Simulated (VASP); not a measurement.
**CeO2: single point with PBEsol**

The system is CeO2.

```
Ce O
1.0
     0.00000    2.75668    2.75668
     2.75668    0.00000    2.75668
     2.75668    2.75668    0.00000
Ce O
1 2
Direct
  0.00000 0.00000 0.00000
  0.75000 0.75000 0.75000
  0.25000 0.25000 0.25000
```

```yaml
Program: VASP 6.6.1
Task: single point
Functional: PBEsol
Potentials_or_basis: VASP PAW PBE potentials, release 64 (Ce, O)
Cutoff: 520 eV
k_mesh: 9 × 9 × 9
Occupations: fermi-dirac, width 0.05 eV
Spin: collinear spin, ferromagnetic start
Starting_moments: "[1.0, 0.0, 0.0] μB"
```

```json
{"Pressure": "-10.6 GPa", "Band gap on the k mesh": "1.85 eV (least direct gap 1.91 eV)", "Net moment": "0.00 μB per cell", "Valence electrons inside the program's atomic spheres": "Ce 9.56; O 4.97"}
```

Levels at points of the mesh, in eV from the valence-band top:
Spin up:
| k point | band 9 | band 10 | band 11 | band 12 | band 13 | band 14 | band 15 | band 16 |
| --- | --- | --- | --- | --- | --- | --- | --- | --- |
| (0.00, 0.00, 0.00) | -3.57 | -0.50 | -0.50 | -0.50 | 2.11 | 2.11 | 2.11 | 2.35 |
Spin down:
```csv
k point,band 8,band 9,band 10,band 11,band 12,band 13,band 14,band 15,band 16,band 17
"(0.00, 0.00, 0.00)",-3.57,-3.57,-0.50,-0.50,-0.50,2.11,2.11,2.11,2.35,2.74
```

It took 2.6 min on 1 thread of Intel(R) Xeon(R) Platinum 8259CL CPU @ 2.50GHz (Skylake/Cascade Lake) (shared host), peak memory 0.23 GiB.

Caveat: the magnetic or orbital state may not be the lowest; the cell stands under tension; the moments typed at the start vanished in this run; the PAW data sets were made with another functional, which shifts forces and pressure a little; spin-orbit coupling is left out, which moves the levels of the heavy elements; an odd mesh through Γ misses points on the zone boundary, where band edges can lie.
